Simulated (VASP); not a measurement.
# Sr2CuSO2 (P4/mmm) in VASP: single point with PBE

Aim: the single point of Sr2CuSO2 with PBE.

Program: VASP 6.6.1. These are calculated values, not measurements. Logs are shortened: lines on timing, memory, paths and dates and some standing lists are left out, and cuts for length are marked.

## 1. The cell of the first run

It takes space group P4/mmm (No. 123, tetragonal). The conventional cell has a = 3.902 Å, b = 3.902 Å, c = 6.881 Å, α = 90.00°, β = 90.00°, γ = 90.00°. Within 3.5 Å of Sr (site symmetry 4mm) lie 4 O at 2.60 Å and 4 Cu at 3.25 Å and 4 S at 3.25 Å and 2 Sr at 3.43 to 3.45 Å. Cu (site symmetry 4/mmm) has 4 O at 1.95 Å within 2.6 Å. Within 4.3 Å of S (site symmetry 4/mmm) lie 8 Sr at 3.25 Å and 2 Cu at 3.44 Å and 4 S at 3.90 Å and 8 O at 3.96 Å. Within 2.6 Å of O (site symmetry mmm) lie 2 Cu at 1.95 Å and 4 Sr at 2.60 Å.

## 2. Single point, PBE

INCAR

```
SYSTEM = Sr2CuSO2
PREC = Accurate
ENCUT = 520
EDIFF = 1E-6
ISMEAR = 0
SIGMA = 0.1
LREAL = .FALSE.
LASPH = .TRUE.
NELM = 80
ALGO = Normal
ISIF = 2
LWAVE = .FALSE.
LCHARG = .FALSE.
GGA = PE
NBANDS = 34
```

KPOINTS

```
Automatic mesh
0
G
  10 10 6
  0 0 0
```

POSCAR

```
Sr2CuSO2
1.0
    3.9023430000      0.0000000000      0.0000000000
    0.0000000000      3.9023430000      0.0000000000
    0.0000000000      0.0000000000      6.8812800000
Sr Cu S O
2 1 1 2
Direct
    0.0000000000      0.0000000000      0.2491570000
    0.0000000000      0.0000000000      0.7508430000
    0.5000000000      0.5000000000      0.0000000000
    0.5000000000      0.5000000000      0.5000000000
    0.0000000000      0.5000000000      0.0000000000
    0.5000000000      0.0000000000      0.0000000000
```

Potentials or basis: VASP PAW PBE potentials, release 64 (Sr_sv, Cu, S, O).

Command:

```console
cat potpaw_PBE.64/Sr_sv/POTCAR potpaw_PBE.64/Cu/POTCAR potpaw_PBE.64/S/POTCAR potpaw_PBE.64/O/POTCAR > POTCAR
mpirun -np 1 vasp_std > vasp.out
```

OUTCAR:

```text
SYSTEM = Sr2CuSO2
   PREC = Accurate
   ENCUT = 520
   EDIFF = 1E-6
   ISMEAR = 0
   LREAL = .FALSE.
   LASPH = .TRUE.
   NELM = 80
   ISIF = 2
   GGA = PE

 ion  position               nearest neighbor table
   1  0.000  0.000  0.249-   5 2.60   6 2.60   5 2.60   6 2.60   3 3.25   3 3.25   3 3.25   3 3.25
                             4 3.25   4 3.25   4 3.25   4 3.25   2 3.43   2 3.45
   2  0.000  0.000  0.751-   5 2.60   6 2.60   5 2.60   6 2.60   3 3.25   3 3.25   3 3.25   3 3.25
                             4 3.25   4 3.25   4 3.25   4 3.25   1 3.43   1 3.45
   3  0.500  0.500  0.000-   5 1.95   6 1.95   6 1.95   5 1.95   1 3.25   2 3.25   1 3.25   1 3.25
                             2 3.25   2 3.25   1 3.25   2 3.25
   4  0.500  0.500  0.500-   1 3.25   2 3.25   1 3.25   2 3.25   1 3.25   2 3.25   1 3.25   2 3.25

   5  0.000  0.500  0.000-   3 1.95   3 1.95   1 2.60   1 2.60   2 2.60   2 2.60
   6  0.500  0.000  0.000-   3 1.95   3 1.95   1 2.60   2 2.60   1 2.60   2 2.60

  LATTYP: Found a simple tetragonal cell.
 ALAT       =     3.9023430000
 C/A-ratio  =     1.7633713900

  Lattice vectors:

 A1 = (   3.9023430000,   0.0000000000,   0.0000000000)
 A2 = (   0.0000000000,   3.9023430000,   0.0000000000)
 A3 = (   0.0000000000,   0.0000000000,   6.8812800000)

Analysis of symmetry for initial positions (statically):
=====================================================================
 Subroutine PRICEL returns:
 Original cell was already a primitive cell.

 Routine SETGRP: Setting up the symmetry group for a
 simple tetragonal supercell.

 Subroutine GETGRP returns: Found 16 space group operations
 (whereof 16 operations were pure point group operations)
 out of a pool of 16 trial point group operations.

The static configuration has the point symmetry D_4h.

Analysis of symmetry for dynamics (positions and initial velocities):
=====================================================================
 Subroutine PRICEL returns:
 Original cell was already a primitive cell.

 Routine SETGRP: Setting up the symmetry group for a
 simple tetragonal supercell.

 Subroutine GETGRP returns: Found 16 space group operations
 (whereof 16 operations were pure point group operations)
 out of a pool of 16 trial point group operations.

The dynamic configuration has the point symmetry D_4h.

 Subroutine INISYM returns: Found 16 space group operations
 (whereof 16 operations are pure point group operations),
 and found     1 'primitive' translations

----------------------------------------------------------------------------------------

                                     Primitive cell

  volume of cell :     104.7901

  direct lattice vectors                    reciprocal lattice vectors
     3.902343000  0.000000000  0.000000000     0.256256306  0.000000000  0.000000000
     0.000000000  3.902343000  0.000000000     0.000000000  0.256256306  0.000000000
     0.000000000  0.000000000  6.881280000     0.000000000  0.000000000  0.145321801

  length of vectors
     3.902343000  3.902343000  6.881280000     0.256256306  0.256256306  0.145321801

  position of ions in fractional coordinates (direct lattice)
     0.000000000  0.000000000  0.249157000
     0.000000000  0.000000000  0.750843000
     0.500000000  0.500000000  0.000000000
     0.500000000  0.500000000  0.500000000
     0.000000000  0.500000000  0.000000000
     0.500000000  0.000000000  0.000000000

  ion indices of the primitive-cell ions
   primitive index   ion index
                 1           1
                 2           2
                 3           3
                 4           4
                 5           5
                 6           6

----------------------------------------------------------------------------------------

 KPOINTS: Automatic mesh

Automatic generation of k-mesh.
 Grid dimensions read from file:
 generate k-points for:   10   10    6

 Generating k-lattice:

  Cartesian coordinates                     Fractional coordinates (reciprocal lattice)
     0.025625631  0.000000000  0.000000000     0.100000000  0.000000000  0.000000000
     0.000000000  0.025625631  0.000000000     0.000000000  0.100000000  0.000000000
     0.000000000  0.000000000  0.024220300     0.000000000  0.000000000  0.166666667

  Length of vectors
     0.025625631  0.025625631  0.024220300

  Shift w.r.t. Gamma in fractional coordinates (k-lattice)
     0.000000000  0.000000000  0.000000000

 Subroutine IBZKPT returns following result:
 ===========================================

 Found     84 irreducible k-points:

 Following reciprocal coordinates:
            Coordinates               Weight
  0.000000  0.000000  0.000000      1.000000
  0.100000  0.000000  0.000000      4.000000
  0.200000  0.000000  0.000000      4.000000
  0.300000  0.000000  0.000000      4.000000
  0.400000  0.000000  0.000000      4.000000
  0.500000  0.000000  0.000000      2.000000
[... 16 lines left out ...]
  0.100000  0.000000  0.166667      8.000000
  0.200000  0.000000  0.166667      8.000000
 [... further k-points ...]
   k-points           NKPTS =     84   k-points in BZ     NKDIM =     84   number of bands    NBANDS=     34
   number of dos      NEDOS =    301   number of ions     NIONS =      6
   total plane-waves  NPLWV =  48600
   dimension x,y,z NGX =    30 NGY =   30 NGZ =   54
   dimension x,y,z NGXF=    60 NGYF=   60 NGZF=  108
   ions per type =               2   1   1   2
   NGX,Y,Z   is equivalent  to a cutoff of  12.78, 12.78, 13.05 a.u.
   NGXF,Y,Z  is equivalent  to a cutoff of  25.56, 25.56, 26.09 a.u.
 SYSTEM =  Sr2CuSO2
   PREC   = accura    normal or accurate (medium, high low for compatibility)
   ISTART =      0    job   : 0-new  1-cont  2-samecut
   ICHARG =      2    charge: 1-file 2-atom 10-const
   ISPIN  =      1    spin polarized calculation?
   LNONCOLLINEAR =      F non collinear calculations
   LSORBIT =      F    spin-orbit coupling
   LASPH  =      T    aspherical Exc in radial PAW
   ENCUT  =  520.0 eV  38.22 Ry    6.18 a.u.   7.26  7.26 12.79*2*pi/ulx,y,z
   NELM   =     80;   NELMIN=  2; NELMDL= -5     # of ELM steps
   EDIFF  = 0.1E-05   stopping-criterion for ELM
   LREAL  =      F    real-space projection
   EDIFFG = 0.1E-04   stopping-criterion for IOM
   NSW    =      0    number of steps for IOM
   IBRION =     -1    ionic relax: 0-MD 1-quasi-New 2-CG
   NFREE  =      0    steps in history (QN), initial steepest desc. (CG)
   ISIF   =      2    stress and relaxation
   ISYM   =      2    0-nonsym 1-usesym 2-fastsym
   POTIM  = 0.5000    time-step for ionic-motion
   TEBEG  =    0.0;   TEEND  =   0.0 temperature during run
   PSTRESS=    0.0 pullay stress
   NELECT =      49.0000    total number of electrons
   NUPDOWN=      -1.0000    fix difference up-down
   EMIN   =  10.00;   EMAX   =-10.00  energy-range for DOS
   EFERMI =   0.00;   METHOD = LEGACY
   ISMEAR =     0;   SIGMA  =   0.10  broadening in eV -4-tet -1-fermi 0-gaus
   EFERMI_NEDOS =   21; number of points for ismear=-14 and -15
   IALGO  =     38    algorithm
   IMIX   =      4    mixing-type and parameters
     AMIX     =   0.40;   BMIX     =  1.00
     AMIX_MAG =   1.60;   BMIX_MAG =  1.00
  volume/ion in A,a.u.               =      17.47       117.86
  Fermi-wavevector in a.u.,A,eV,Ry     =   1.270672  2.401222 21.968069  1.614608
  Thomas-Fermi vector in A             =   2.403647
   LORBIT       =      0    0 simple, 1 ext, 2 COOP (PROOUT), +10 PAW based schemes
   GGA     = PE    functional components
   LHFCALC =     F    Hartree Fock is set to
   AEXX    =    0.0000 exact exchange contribution
   IVDW    =     0    specifies the selected vdW correction
   LEPSILON=     F    determine dielectric tensor
   LRPA    =     F    only Hartree local field effects (RPA)
 non-spin polarized calculation
 Gauss-broadening in eV      SIGMA  =   0.10
  energy-cutoff  :      520.00
  volume of cell :      104.79
 maximum number of plane-waves:      2841
 NGX is ok and might be reduce to    30
   NGX = 15   NGY = 15   NGZ = 25

 number of electron      48.9999996 magnetization

 Free energy of the ion-electron system (eV)
  ---------------------------------------------------
  ext. energy  EPLUGINS =         0.00000000
  ---------------------------------------------------
  free energy    TOTEN  =       -31.99923766 eV

  energy without entropy =      -31.99338262  energy(sigma->0) =      -31.99631014

 E-fermi :   3.2941     XC(G=0): -10.0951

 val. band max:        3.2937642025   @ k =   0.2000   0.2000   0.5000
 cond. band min:       3.2984240233   @ k =   0.2000   0.2000   0.3333
 fundamental gap:      0.0046598208
 Fermi energy:         3.2941260519

 k-point     1 :       0.0000    0.0000    0.0000
  band No.  band energies     occupation
      1     -30.6180      2.00000
      2     -30.5384      2.00000
      3     -15.2874      2.00000
      4     -13.6009      2.00000
      5     -12.5820      2.00000
      6     -12.5820      2.00000
[... 26 lines left out ...]
     33      10.8534      0.00000
     34      10.9817      0.00000

 k-point     2 :       0.1000    0.0000    0.0000
  band No.  band energies     occupation
      1     -30.6159      2.00000
      2     -30.5368      2.00000
      3     -15.2552      2.00000
      4     -13.6751      2.00000
      5     -12.6111      2.00000
      6     -12.5787      2.00000
[... 26 lines left out ...]
     33      10.4455      0.00000
     34      11.0764      0.00000

 k-point     3 :       0.2000    0.0000    0.0000
  band No.  band energies     occupation
      1     -30.6106      2.00000
      2     -30.5325      2.00000
      3     -15.1632      2.00000
      4     -13.8682      2.00000
      5     -12.6111      2.00000
      6     -12.5700      2.00000
[... 26 lines left out ...]
     33      10.0241      0.00000
     34      11.1080      0.00000

 k-point     4 :       0.3000    0.0000    0.0000
  band No.  band energies     occupation
      1     -30.6041      2.00000
      2     -30.5272      2.00000
      3     -15.0230      2.00000
      4     -14.1139      2.00000
      5     -12.6585      2.00000
      6     -12.5592      2.00000
[... 26 lines left out ...]
     33      10.4158      0.00000
     34      10.7745      0.00000

 k-point     5 :       0.4000    0.0000    0.0000
  band No.  band energies     occupation
      1     -30.5988      2.00000
      2     -30.5229      2.00000
      3     -14.8543      2.00000
      4     -14.3535      2.00000
      5     -12.7339      2.00000
      6     -12.5504      2.00000
[... 621 lines left out ...]
 k-point    22 :       0.0000    0.0000    0.1667
  band No.  band energies     occupation
      1     -30.6127      2.00000
      2     -30.5437      2.00000
      3     -15.2731      2.00000
      4     -13.6010      2.00000
      5     -12.5742      2.00000
      6     -12.5742      2.00000
[... 26 lines left out ...]
     33      10.7796      0.00000
     34      10.7894      0.00000

 k-point    23 :       0.1000    0.0000    0.1667
  band No.  band energies     occupation
      1     -30.6108      2.00000
      2     -30.5421      2.00000
      3     -15.2413      2.00000
      4     -13.6743      2.00000
      5     -12.6311      2.00000
      6     -12.5710      2.00000
[... 26 lines left out ...]
     33      10.4163      0.00000
     34      10.8789      0.00000

 k-point    24 :       0.2000    0.0000    0.1667
  band No.  band energies     occupation
      1     -30.6055      2.00000
      2     -30.5378      2.00000
      3     -15.1503      2.00000
      4     -13.8644      2.00000
      5     -12.6413      2.00000
      6     -12.5766      2.00000
[... 26 lines left out ...]
     33       9.8092      0.00000
     34      10.9446      0.00000

 [... further k-points ...]
[... 5 lines left out ...]
  --------------------------------------------------------------------------------------
  -------------------------------------------------------------------------------------
  Total        0.2355772      0.2355772      0.1667129      0.0000000     -0.0000000      0.0000000
  in kB        3.6018346      3.6018346      2.5489401      0.0000000     -0.0000000      0.0000000
  external PRESSURE =       3.2508697 kB  Pullay stress =       0.0000000 kB

 VOLUME and BASIS-vectors are now :
 -----------------------------------------------------------------------------
  energy-cutoff  :      520.00
  volume of cell :      104.79
      direct lattice vectors                 reciprocal lattice vectors
     3.902343000  0.000000000  0.000000000     0.256256306  0.000000000  0.000000000
     0.000000000  3.902343000  0.000000000     0.000000000  0.256256306  0.000000000
     0.000000000  0.000000000  6.881280000     0.000000000  0.000000000  0.145321801

 POSITION                                       TOTAL-FORCE (eV/Angst)
 -----------------------------------------------------------------------------------
      0.00000      0.00000      1.71452        -0.000000      0.000000     -0.048320
      0.00000      0.00000      5.16676         0.000000     -0.000000      0.048320
      1.95117      1.95117      0.00000         0.000000      0.000000      0.000000
      1.95117      1.95117      3.44064         0.000000      0.000000      0.000000
      0.00000      1.95117      0.00000         0.000000      0.000000      0.000000
      1.95117      0.00000      0.00000         0.000000      0.000000      0.000000
 -----------------------------------------------------------------------------------
    total drift:                                0.000000      0.000000      0.000000

  FREE ENERGIE OF THE ION-ELECTRON SYSTEM (eV)
  ---------------------------------------------------
  free  energy   TOTEN  =       -31.9992376597 eV

  energy  without entropy=      -31.9933826208  energy(sigma->0) =      -31.99631014
```

Wall time 5.6 min (1 thread of Intel Xeon Platinum 8259CL at 2.50GHz (Skylake/Cascade Lake), shared host); peak memory 0.42 GiB.

Results:

* Free energy: -31.9992 eV
* Pressure: 0.3 GPa
* Largest force: 0.048 eV/Å
* Band gap on the k mesh: zero (an odd number of electrons rules out a gap without spin polarisation)

Forces on the atoms (eV/Å):
```
Sr   0.000  0.000 -0.048
Sr   0.000  0.000  0.048
Cu   0.000  0.000  0.000
S    0.000  0.000  0.000
O    0.000  0.000  0.000
O    0.000  0.000  0.000
```

Caveat: an odd number of electrons without spin polarisation forces a metal; a magnetic or distorted state may lie lower; semilocal functionals often make such compounds metallic where correlation or magnetic order opens a gap, which also shifts bond lengths. With open d or f shells a metallic result of PBE can be an artefact of self-interaction; +U or a hybrid may open a gap.
